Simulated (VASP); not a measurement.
# Na (Im-3m) in VASP: a series of runs

The runs below take Na through single point, with b88 exchange, pbe correlation.

Everything below comes from runs of VASP 6.6.1. Logs are shortened: lines on timing, memory, paths and dates and some standing lists are left out, and cuts for length are marked.

### 1 The cell of the first run

The structure is cubic, space group Im-3m (No. 229). Conventional cell: a = 4.282 Å, b = 4.282 Å, c = 4.282 Å, α = 90.00°, β = 90.00°, γ = 90.00°. Within 4.9 Å of Na (site symmetry m-3m) lie 14 Na at 3.71 to 4.28 Å.

### 2 Single point, b88 exchange, pbe correlation, collinear spin (39.26 Å³/atom)

INCAR

```
PREC = Accurate ; ENCUT = 500
EDIFF = 1E-6 ; ISMEAR = -1
SIGMA = 0.05 ; LREAL = F
LASPH = T ; NELM = 200
ALGO = Normal ; ISIF = 2
LWAVE = F ; LCHARG = F
ISPIN = 2 ; MAGMOM = 0.5
LORBIT = 11 ; GGA = LIBXC
LIBXC1 = GGA_X_B88 ; LIBXC2 = GGA_C_PBE
NBANDS = 14 ; GGA_COMPAT = F
```

KPOINTS

```
Automatic mesh
0
Gamma
  9 9 9
```

POSCAR

```
Na
1.0
   -2.1410000000      2.1410000000      2.1410000000
    2.1410000000     -2.1410000000      2.1410000000
    2.1410000000      2.1410000000     -2.1410000000
Na
1
Direct
    0.0000000000      0.0000000000      0.0000000000
```

Potentials or basis: VASP PAW PBE potentials, release 64 (Na_pv).

The run is started by

```
$ cat potpaw_PBE.64/Na_pv/POTCAR > POTCAR
$ mpirun -np 1 vasp_std > vasp.out
```

OUTCAR:

```text
PREC = Accurate
   ENCUT = 500
   EDIFF = 1E-6
   ISMEAR = -1
   LREAL = F
   LASPH = T
   NELM = 200
   ISIF = 2
   ISPIN = 2
   LORBIT = 11
   GGA = LIBXC

 ion  position               nearest neighbor table
   1  0.000  0.000  0.000-

  LATTYP: Found a body centered cubic cell.
 ALAT       =     4.2820000000

  Lattice vectors:

 A1 = (  -2.1410000000,   2.1410000000,   2.1410000000)
 A2 = (   2.1410000000,  -2.1410000000,   2.1410000000)
 A3 = (   2.1410000000,   2.1410000000,  -2.1410000000)

Analysis of symmetry for initial positions (statically):
=====================================================================
 Subroutine PRICEL returns:
 Original cell was already a primitive cell.

 Routine SETGRP: Setting up the symmetry group for a
 body centered cubic supercell.

 Subroutine GETGRP returns: Found 48 space group operations
 (whereof 48 operations were pure point group operations)
 out of a pool of 48 trial point group operations.

The static configuration has the point symmetry O_h .

Analysis of symmetry for dynamics (positions and initial velocities):
=====================================================================
 Subroutine PRICEL returns:
 Original cell was already a primitive cell.

 Routine SETGRP: Setting up the symmetry group for a
 body centered cubic supercell.

 Subroutine GETGRP returns: Found 48 space group operations
 (whereof 48 operations were pure point group operations)
 out of a pool of 48 trial point group operations.

The dynamic configuration has the point symmetry O_h .

Analysis of structural, dynamic, and magnetic symmetry:
=====================================================================
 Subroutine PRICEL returns:
 Original cell was already a primitive cell.

 Routine SETGRP: Setting up the symmetry group for a
 body centered cubic supercell.

 Subroutine GETGRP returns: Found 48 space group operations
 (whereof 48 operations were pure point group operations)
 out of a pool of 48 trial point group operations.

The overall configuration has the point symmetry O_h .

 Subroutine INISYM returns: Found 48 space group operations
 (whereof 48 operations are pure point group operations),
 and found     1 'primitive' translations

----------------------------------------------------------------------------------------

                                     Primitive cell

  volume of cell :      39.2564

  direct lattice vectors                    reciprocal lattice vectors
    -2.141000000  2.141000000  2.141000000     0.000000000  0.233535731  0.233535731
     2.141000000 -2.141000000  2.141000000     0.233535731  0.000000000  0.233535731
     2.141000000  2.141000000 -2.141000000     0.233535731  0.233535731  0.000000000

  length of vectors
     3.708320779  3.708320779  3.708320779     0.330269398  0.330269398  0.330269398

  position of ions in fractional coordinates (direct lattice)
     0.000000000  0.000000000  0.000000000

  ion indices of the primitive-cell ions
   primitive index   ion index
                 1           1

----------------------------------------------------------------------------------------

 KPOINTS: Automatic mesh

Automatic generation of k-mesh.
 Grid dimensions read from file:
 generate k-points for:    9    9    9

 Generating k-lattice:

  Cartesian coordinates                     Fractional coordinates (reciprocal lattice)
     0.000000000  0.025948415  0.025948415     0.111111111  0.000000000  0.000000000
     0.025948415  0.000000000  0.025948415     0.000000000  0.111111111  0.000000000
     0.025948415  0.025948415  0.000000000     0.000000000  0.000000000  0.111111111

  Length of vectors
     0.036696600  0.036696600  0.036696600

  Shift w.r.t. Gamma in fractional coordinates (k-lattice)
     0.000000000  0.000000000  0.000000000

 Subroutine IBZKPT returns following result:
 ===========================================

 Found     35 irreducible k-points:

 Following reciprocal coordinates:
            Coordinates               Weight
  0.000000  0.000000  0.000000      1.000000
  0.111111  0.000000  0.000000     12.000000
  0.222222  0.000000  0.000000     12.000000
  0.333333  0.000000  0.000000     12.000000
  0.444444  0.000000  0.000000     12.000000
  0.111111  0.111111  0.000000     24.000000
[... 16 lines left out ...]
 -0.333333  0.444444  0.111111     48.000000
 -0.444444 -0.444444  0.111111     24.000000
 [... further k-points ...]
   k-points           NKPTS =     35   k-points in BZ     NKDIM =     35   number of bands    NBANDS=     14
   number of dos      NEDOS =    301   number of ions     NIONS =      1
   total plane-waves  NPLWV =  21952
   dimension x,y,z NGX =    28 NGY =   28 NGZ =   28
   dimension x,y,z NGXF=    56 NGYF=   56 NGZF=   56
   ions per type =               1
   NGX,Y,Z   is equivalent  to a cutoff of  12.55, 12.55, 12.55 a.u.
   NGXF,Y,Z  is equivalent  to a cutoff of  25.11, 25.11, 25.11 a.u.
 SYSTEM =  unknown system
   PREC   = accura    normal or accurate (medium, high low for compatibility)
   ISTART =      0    job   : 0-new  1-cont  2-samecut
   ICHARG =      2    charge: 1-file 2-atom 10-const
   ISPIN  =      2    spin polarized calculation?
   LNONCOLLINEAR =      F non collinear calculations
   LSORBIT =      F    spin-orbit coupling
   LASPH  =      T    aspherical Exc in radial PAW
   ENCUT  =  500.0 eV  36.75 Ry    6.06 a.u.   6.76  6.76  6.76*2*pi/ulx,y,z
   NELM   =    200;   NELMIN=  2; NELMDL= -5     # of ELM steps
   EDIFF  = 0.1E-05   stopping-criterion for ELM
   LREAL  =      F    real-space projection
   EDIFFG = 0.1E-04   stopping-criterion for IOM
   NSW    =      0    number of steps for IOM
   IBRION =     -1    ionic relax: 0-MD 1-quasi-New 2-CG
   NFREE  =      0    steps in history (QN), initial steepest desc. (CG)
   ISIF   =      2    stress and relaxation
   ISYM   =      2    0-nonsym 1-usesym 2-fastsym
   POTIM  = 0.5000    time-step for ionic-motion
   TEBEG  =    0.0;   TEEND  =   0.0 temperature during run
   PSTRESS=    0.0 pullay stress
   NELECT =       7.0000    total number of electrons
   NUPDOWN=      -1.0000    fix difference up-down
   EMIN   =  10.00;   EMAX   =-10.00  energy-range for DOS
   EFERMI =   0.00;   METHOD = LEGACY
   ISMEAR =    -1;   SIGMA  =   0.05  broadening in eV -4-tet -1-fermi 0-gaus
   EFERMI_NEDOS =   21; number of points for ismear=-14 and -15
   IALGO  =     38    algorithm
   IMIX   =      4    mixing-type and parameters
     AMIX     =   0.40;   BMIX     =  1.00
     AMIX_MAG =   1.60;   BMIX_MAG =  1.00
  volume/ion in A,a.u.               =      39.26       264.91
  Fermi-wavevector in a.u.,A,eV,Ry     =   0.921448  1.741284 11.552251  0.849066
  Thomas-Fermi vector in A             =   2.046866
   LORBIT       =     11    0 simple, 1 ext, 2 COOP (PROOUT), +10 PAW based schemes
   GGA     = LIBXC    functional components
   LHFCALC =     F    Hartree Fock is set to
   AEXX    =    0.0000 exact exchange contribution
   IVDW    =     0    specifies the selected vdW correction
   LEPSILON=     F    determine dielectric tensor
   LRPA    =     F    only Hartree local field effects (RPA)
 spin polarized calculation
  energy-cutoff  :      500.00
  volume of cell :       39.26
 maximum number of plane-waves:      1009
   NGX = 13   NGY = 13   NGZ = 13

 number of electron       7.0000011 magnetization       0.0008285

 number of electron       7.0000011 magnetization      -0.0001905

 Free energy of the ion-electron system (eV)
  ---------------------------------------------------
  ext. energy  EPLUGINS =         0.00000000
  ---------------------------------------------------
  free energy    TOTEN  =        -1.24501103 eV

  energy without entropy =       -1.24170130  energy(sigma->0) =       -1.24335616

 E-fermi :   0.2289     XC(G=0):  -6.2474

 val. band max:        0.1336271093   @ k =  -0.3333   0.4444   0.1111
 cond. band min:       0.3234916405   @ k =   0.4444   0.0000   0.0000
 fundamental gap:      0.1898645312
 Fermi energy:         0.2288574744

 spin component 1

 k-point     1 :       0.0000    0.0000    0.0000
  band No.  band energies     occupation
      1     -24.8319      1.00000
      2     -24.8319      1.00000
      3     -24.8319      1.00000
      4      -2.9120      1.00000
      5      11.6473      0.00000
      6      11.6473      0.00000
      7      11.6473      0.00000
      8      12.5806      0.00000
      9      12.5806      0.00000
     10      13.0627      0.00000
     11      13.0627      0.00000
     12      13.0627      0.00000
     13      13.4172      0.00000
     14      13.4172      0.00000

 k-point     2 :       0.1111    0.0000    0.0000
  band No.  band energies     occupation
      1     -24.8352      1.00000
      2     -24.8330      1.00000
      3     -24.8319      1.00000
      4      -2.7035      1.00000
      5       9.4409      0.00000
      6      10.6036      0.00000
      7      10.9356      0.00000
      8      11.3829      0.00000
      9      11.9199      0.00000
     10      13.3977      0.00000
     11      13.4285      0.00000
     12      14.4886      0.00000
     13      14.5097      0.00000
     14      14.7821      0.00000
[... 343 lines left out ...]
      1     -24.8550      1.00000
      2     -24.8441      1.00000
      3     -24.8364      1.00000
      4       0.1336      0.87041
      5       3.6486      0.00000
      6       5.5133      0.00000
      7       8.9236      0.00000
      8      10.5596      0.00000
      9      10.9682      0.00000
     10      13.7477      0.00000
     11      14.9354      0.00000
     12      17.6372      0.00000
     13      20.3520      0.00000
     14      21.6435      0.00000

 k-point    24 :      -0.4444   -0.4444    0.1111
  band No.  band energies     occupation
      1     -24.8572      1.00000
      2     -24.8456      1.00000
      3     -24.8364      1.00000
      4       1.4813      0.00000
      5       1.9673      0.00000
      6       5.3037      0.00000
      7       8.7810      0.00000
      8      10.4685      0.00000
      9      11.8055      0.00000
     10      12.7473      0.00000
     11      14.5151      0.00000
     12      19.9949      0.00000
     13      21.1951      0.00000
     14      22.0969      0.00000

 [... further k-points ...]

 spin component 2

 k-point     1 :       0.0000    0.0000    0.0000
  band No.  band energies     occupation
      1     -24.8319      1.00000
      2     -24.8319      1.00000
      3     -24.8319      1.00000
      4      -2.9123      1.00000
      5      11.6474      0.00000
      6      11.6474      0.00000
      7      11.6474      0.00000
      8      12.5798      0.00000
      9      12.5798      0.00000
     10      13.0620      0.00000
     11      13.0620      0.00000
     12      13.0620      0.00000
     13      13.4177      0.00000
     14      13.4177      0.00000

 k-point     2 :       0.1111    0.0000    0.0000
  band No.  band energies     occupation
      1     -24.8352      1.00000
      2     -24.8330      1.00000
      3     -24.8319      1.00000
      4      -2.7038      1.00000
      5       9.4406      0.00000
      6      10.6034      0.00000
      7      10.9357      0.00000
      8      11.3823      0.00000
      9      11.9196      0.00000
     10      13.3978      0.00000
     11      13.4285      0.00000
     12      14.4890      0.00000
     13      14.5092      0.00000
     14      14.7817      0.00000
[... 343 lines left out ...]
      1     -24.8550      1.00000
      2     -24.8441      1.00000
      3     -24.8364      1.00000
      4       0.1333      0.87118
      5       3.6482      0.00000
      6       5.5131      0.00000
      7       8.9232      0.00000
      8      10.5595      0.00000
      9      10.9681      0.00000
     10      13.7476      0.00000
     11      14.9354      0.00000
     12      17.6371      0.00000
     13      20.3520      0.00000
     14      21.6431      0.00000

 k-point    24 :      -0.4444   -0.4444    0.1111
  band No.  band energies     occupation
      1     -24.8572      1.00000
      2     -24.8456      1.00000
      3     -24.8364      1.00000
      4       1.4808      0.00000
      5       1.9671      0.00000
      6       5.3035      0.00000
      7       8.7807      0.00000
      8      10.4685      0.00000
      9      11.8052      0.00000
     10      12.7474      0.00000
     11      14.5150      0.00000
     12      19.9951      0.00000
     13      21.1950      0.00000
     14      22.0968      0.00000

 [... further k-points ...]

------------------------ aborting loop because EDIFF is reached ----------------------------------------

  FORCE on cell =-STRESS in cart. coord.  units (eV):
  Direction    XX          YY          ZZ          XY          YZ          ZX
  --------------------------------------------------------------------------------------
  -------------------------------------------------------------------------------------
  Total       -0.0337187     -0.0337187     -0.0337187      0.0000000     -0.0000000      0.0000000
  in kB       -1.3761684     -1.3761684     -1.3761684      0.0000000     -0.0000000      0.0000000
  external PRESSURE =      -1.3761684 kB  Pullay stress =       0.0000000 kB

 VOLUME and BASIS-vectors are now :
 -----------------------------------------------------------------------------
  energy-cutoff  :      500.00
  volume of cell :       39.26
      direct lattice vectors                 reciprocal lattice vectors
    -2.141000000  2.141000000  2.141000000     0.000000000  0.233535731  0.233535731
     2.141000000 -2.141000000  2.141000000     0.233535731  0.000000000  0.233535731
     2.141000000  2.141000000 -2.141000000     0.233535731  0.233535731  0.000000000

 POSITION                                       TOTAL-FORCE (eV/Angst)
 -----------------------------------------------------------------------------------
      0.00000      0.00000      0.00000         0.000000      0.000000      0.000000
 -----------------------------------------------------------------------------------
    total drift:                               -0.000000     -0.000000     -0.000000

  FREE ENERGIE OF THE ION-ELECTRON SYSTEM (eV)
  ---------------------------------------------------
  free  energy   TOTEN  =        -1.2450110330 eV

  energy  without entropy=       -1.2417012967  energy(sigma->0) =       -1.24335616

 total charge

# of ion       s       p       d       tot
------------------------------------------
    1        0.093   5.966   0.000   6.058

 magnetization (x)

# of ion       s       p       d       tot
------------------------------------------
    1        0.000  -0.000   0.000  -0.000
```

It took 17 s on 1 thread of Intel Xeon 6975P-C (Granite Rapids), shared host; peak memory 0.17 GiB.

What came out:

| Item | Value |
| --- | --- |
| Free energy | -1.2450 eV |
| Pressure | -0.1 GPa |
| Net moment | 0.00 μB per cell |
| Valence electrons inside the program's atomic spheres | Na 6.06 |

Caveat: the PAW data sets were made with another functional, which shifts forces and pressure a little.

### 3 Single point, b88 exchange, pbe correlation, collinear spin (40.04 Å³/atom)

This run uses another cell than the first one, of 40.04 Å³/atom.

INCAR

```
SYSTEM = Na
ALGO     = Normal         ! electronic algorithm
EDIFF    = 1E-6           ! SCF threshold, eV
ENCUT    = 500            ! plane-wave cutoff, eV
GGA      = LIBXC          ! functional
GGA_COMPAT= .FALSE.      
ISIF     = 2              ! what is computed and relaxed
ISMEAR   = -1             ! smearing method
ISPIN    = 2              ! spin polarisation
LASPH    = .TRUE.         ! aspherical terms in the spheres
LCHARG   = .FALSE.        ! write CHGCAR
LIBXC1   = GGA_X_B88    
LIBXC2   = GGA_C_PBE    
LORBIT   = 11             ! projections on sites
LREAL    = .FALSE.        ! projectors in reciprocal space
LWAVE    = .FALSE.        ! write WAVECAR
MAGMOM   = 0.5            ! initial moments
NBANDS   = 14             ! bands
NELM     = 200            ! most SCF steps
PREC     = Accurate       ! precision mode
SIGMA    = 0.05           ! smearing width, eV
```

KPOINTS

```
k-points
0
G
  9 9 9
  0 0 0
```

POSCAR

```
Na
1.0
   -2.1551792212      2.1551792212      2.1551792212
    2.1551792212     -2.1551792212      2.1551792212
    2.1551792212      2.1551792212     -2.1551792212
Na
1
Direct
    0.0000000000      0.0000000000      0.0000000000
```

Potentials or basis: VASP PAW PBE potentials, release 64 (Na_pv).

The run is started by

```
$ cat potpaw_PBE.64/Na_pv/POTCAR > POTCAR
$ mpirun -np 1 vasp_std > vasp.out
```

It took 16 s on 1 thread of Intel Xeon 6975P-C (Granite Rapids), shared host; peak memory 0.17 GiB.

It converged, with:

```
Free energy                                           : -1.2441 eV
Pressure                                              : -0.3 GPa
Net moment                                            : 0.00 μB per cell
Valence electrons inside the program's atomic spheres : Na 6.06
```

Levels at points of the mesh, in eV from the Fermi level:
Spin up:
```tsv
k point	band 1	band 2	band 3	band 4	band 5	band 6
(0.00, 0.00, 0.00)	-25.08	-25.08	-25.08	-3.10	11.29	11.29
```
Spin down:
```csv
k point,band 1,band 2,band 3,band 4,band 5,band 6,band 7,band 8
"(0.00, 0.00, 0.00)",-25.08,-25.08,-25.08,-3.10,11.29,11.29,11.29,12.21
```

Caveat: the PAW data sets were made with another functional, which shifts forces and pressure a little.

### 4 Single point, b88 exchange, pbe correlation, collinear spin (40.83 Å³/atom)

This run uses another cell than the first one, of 40.83 Å³/atom.

INCAR

```
PREC = Accurate ; ENCUT = 500
EDIFF = 1E-6 ; ISMEAR = -1
SIGMA = 0.05 ; LREAL = F
LASPH = T ; NELM = 200
ALGO = Normal ; ISIF = 2
LWAVE = F ; LCHARG = F
ISPIN = 2 ; MAGMOM = 0.5
LORBIT = 11 ; GGA = LIBXC
LIBXC1 = GGA_X_B88 ; LIBXC2 = GGA_C_PBE
NBANDS = 14 ; GGA_COMPAT = F
```

KPOINTS

```
Automatic mesh
0
Gamma
  9 9 9
```

POSCAR

```
Na
1.0
   -2.1691742836      2.1691742836      2.1691742836
    2.1691742836     -2.1691742836      2.1691742836
    2.1691742836      2.1691742836     -2.1691742836
Na
1
Direct
    0.0000000000      0.0000000000      0.0000000000
```

The run is started by

```
$ cat potpaw_PBE.64/Na_pv/POTCAR > POTCAR
$ mpirun -np 1 vasp_std > vasp.out
```

Wall time 17 s (1 thread of Intel Xeon 6975P-C (Granite Rapids), shared host); peak memory 0.17 GiB.

The run converged. Its results:

```yaml
Free_energy: -1.2426 eV
Pressure: -0.4 GPa
Net_moment: 0.00 μB per cell
Valence_electrons_inside_the_program's_atomic_spheres: Na 6.05
```

Levels at points of the mesh, in eV from the Fermi level:
Spin up:
```
           k point  band 1  band 2  band 3  band 4  band 5  band 6
(0.00, 0.00, 0.00)  -25.10  -25.10  -25.10   -3.06   11.17   11.17
```
Spin down:
```
           k point  band 1  band 2  band 3  band 4  band 5  band 6
(0.00, 0.00, 0.00)  -25.10  -25.10  -25.10   -3.06   11.17   11.17
```

Caveat: the PAW data sets were made with another functional, which shifts forces and pressure a little.

### 5 The runs side by side

```tsv
cell	gap on the mesh (eV)	pressure (GPa)	moment (μB)
a = 3.708 Å, angles 109.5°, 1 atom	none	-0.1	0.00
a = 3.733 Å, angles 109.5°, 1 atom	none	-0.3	0.00
a = 3.757 Å, angles 109.5°, 1 atom	none	-0.4	0.00
```

Alike in all rows: task single point; level b88 exchange, pbe correlation; potentials or basis VASP PAW PBE potentials, release 64 (Na_pv); spin collinear; k mesh 9 × 9 × 9; cutoff (eV) 500; smearing fermi-dirac 0.05 eV.

Caveats: the PAW data sets were made with another functional, which shifts forces and pressure a little.

Absolute energies hang on the potentials; compare differences alone.
